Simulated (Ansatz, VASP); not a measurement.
**Two plane-wave programs on Al3Cu**

POSCAR

```
Al3Cu
1.0
    2.7737808638      0.0000000000      0.0000000000
    0.0000000000      2.7737808638      0.0000000000
    0.0000000000      0.0000000000      7.5918631133
Al Cu
3 1
Direct
    0.0000000000      0.0000000000      0.5000000000
    0.5000000000      0.5000000000      0.2226430006
    0.5000000000      0.5000000000      0.7773569994
    0.0000000000      0.0000000000      0.0131719972
```

Contents of INCAR.step1:

```
SYSTEM = Al3Cu
PREC = Accurate
ENCUT = 520
ISMEAR = 0
SIGMA = 0.15
LREAL = .FALSE.
LASPH = .TRUE.
NELM = 80
NBANDS = 18
GGA = PE
ALGO = Normal
EDIFF = 1E-4
LWAVE = .TRUE.
LCHARG = .FALSE.
```

Contents of INCAR.step2:

```
SYSTEM = Al3Cu
PREC = Accurate
ENCUT = 520
EDIFF = 1E-6
ISMEAR = 0
SIGMA = 0.15
LREAL = .FALSE.
LASPH = .TRUE.
NELM = 80
ALGO = Normal
ISIF = 2
LWAVE = .FALSE.
LCHARG = .FALSE.
METAGGA = R2SCAN
LMIXTAU = .TRUE.
NBANDS = 18
ISTART = 1
```

The input KPOINTS:

```
Automatic mesh
0
G
  18 18 6
  0 0 0
```

Input for Ansatz:

```yaml
crystal:
  lattice:
    - [2.7737808638, 0.0, 0.0]
    - [0.0, 2.7737808638, 0.0]
    - [0.0, 0.0, 7.5918631133]
  atoms:
    - { symbol: Al, position: [0.0, 0.0, 0.5] }
    - { symbol: Al, position: [0.5, 0.5, 0.2226430006] }
    - { symbol: Al, position: [0.5, 0.5, 0.7773569994] }
    - { symbol: Cu, position: [0.0, 0.0, 0.0131719972] }
basis:
  ecutwfc: 500
kpoints:
  mp_grid: { grid: [18, 18, 6] }
hamiltonian:
  xc: r2scan
scf:
  occupations: { method: gaussian, width: 0.15 }
output:
  forces: true
  stress: true
  eigenvalues: true
  write_density: true
  write_potential: true
  elf: true
  volumetric_format: npy
```

Alike in both runs: task single point; functional r2SCAN; k mesh 18 × 18 × 6; occupations gaussian, width 0.15 eV; no spin polarisation.

```csv
,VASP,Ansatz
version,VASP 6.6.1,Ansatz 0.2.0
potentials or method,"VASP PAW PBE potentials, release 64 (Al, Cu), cutoff 520 eV","scalar-relativistic, plane waves, PAW"
valence electrons in the cell,20,28
```

```tsv
	VASP	Ansatz	Ansatz less VASP
gap on the k mesh at the Fermi level (eV)	none	none	-
pressure (GPa)	0.1	0.3	+0.18
traceless stress, the component that is largest in VASP (GPa)	-0.10	-0.14	-0.040
rms of the force components (eV/Å)	0.222	0.221	-0.0015
```

VASP's potentials were made for PBE, not for r2SCAN. Atom by atom the forces differ by 0.007 eV/Å (rms over components). A gap of «none» marks a metal or a gap that the smearing closes. With one functional, cell and mesh, what is left measures potentials, basis and numerics. VASP's potentials hold 20 valence electrons a cell and Ansatz's 28, so a difference there can come from the potentials and not from the codes.
